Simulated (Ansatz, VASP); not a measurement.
## Ta2N in VASP and in Ansatz

Contents of INCAR:

```
SYSTEM = Ta2N
PREC = Accurate
ENCUT = 520
EDIFF = 1E-6
ISMEAR = 0
SIGMA = 0.1
LREAL = .False.
LASPH = .True.
NELM = 80
ALGO = Normal
ISIF = 2
LWAVE = .False.
LCHARG = .False.
GGA = CA
NBANDS = 20
```

Contents of KPOINTS:

```
regular mesh
0
Gamma
  6 6 4
  0 0 0
```

File POSCAR:

```
Ta2N
1.0
    3.1128615100      0.0000000000      0.0000000000
   -1.5564307500      2.6958171400      0.0000000000
    0.0000000000      0.0000000000      4.8698410000
Ta N
2 1
Direct
    0.6666666700      0.3333333300      0.7452890000
    0.3333333300      0.6666666700      0.2547110000
    0.0000000000      0.0000000000      0.0000000000
```

Input for Ansatz:

```yaml
crystal:
  lattice:
    - [3.11286151, 0.0, 0.0]
    - [-1.55643075, 2.69581714, 0.0]
    - [0.0, 0.0, 4.869841]
  atoms:
    - { symbol: Ta, position: [0.66666667, 0.33333333, 0.745289] }
    - { symbol: Ta, position: [0.33333333, 0.66666667, 0.254711] }
    - { symbol: "N", position: [0.0, 0.0, 0.0] }
basis:
  ecutwfc: 420
kpoints:
  mp_grid: { grid: [6, 6, 4] }
hamiltonian:
  xc: lda
  pseudopotentials: { kind: paw, azcp: { folder: soft_1 } }
scf:
  occupations: { method: gaussian, width: 0.1 }
output:
  forces: true
  stress: true
  eigenvalues: true
```

Alike in both runs: task single point; functional LDA; k mesh 6 × 6 × 4; occupations gaussian, width 0.1 eV; no spin polarisation.

|  | VASP | Ansatz |
| --- | --- | --- |
| version | VASP 6.6.1 | Ansatz 0.2.0 |
| potentials or method | VASP PAW LDA potentials, release 64 (Ta_pv, N), cutoff 520 eV | scalar-relativistic, plane waves, PAW |
| valence electrons in the cell | 27 | 31 |

VASP gave:

```
gap on the k mesh at the Fermi level (eV)                     : none
pressure (GPa)                                                : -13.1
traceless stress, the component that is largest in VASP (GPa) : -0.34
rms of the force components (eV/Å)                            : 0.310
```

What did Ansatz give for the same quantities?

gap on the k mesh at the Fermi level (eV): none; pressure (GPa): -14.4; traceless stress, the component that is largest in VASP (GPa): -0.24; rms of the force components (eV/Å): 0.326.

Ansatz warns that its potentials were made for another functional, while VASP's fit it. LDA's correlation is that of Perdew and Zunger in VASP and of Perdew and Wang (1992) in Ansatz. Atom by atom the forces differ by 0.017 eV/Å (rms over components). A gap of «none» marks a metal or a gap that the smearing closes. VASP's potentials hold 27 valence electrons a cell and Ansatz's 31, so a difference there can come from the potentials and not from the codes.

The k mesh is coarse, so the values compare programs but aren't converged. Neither program's run includes spin-orbit coupling.
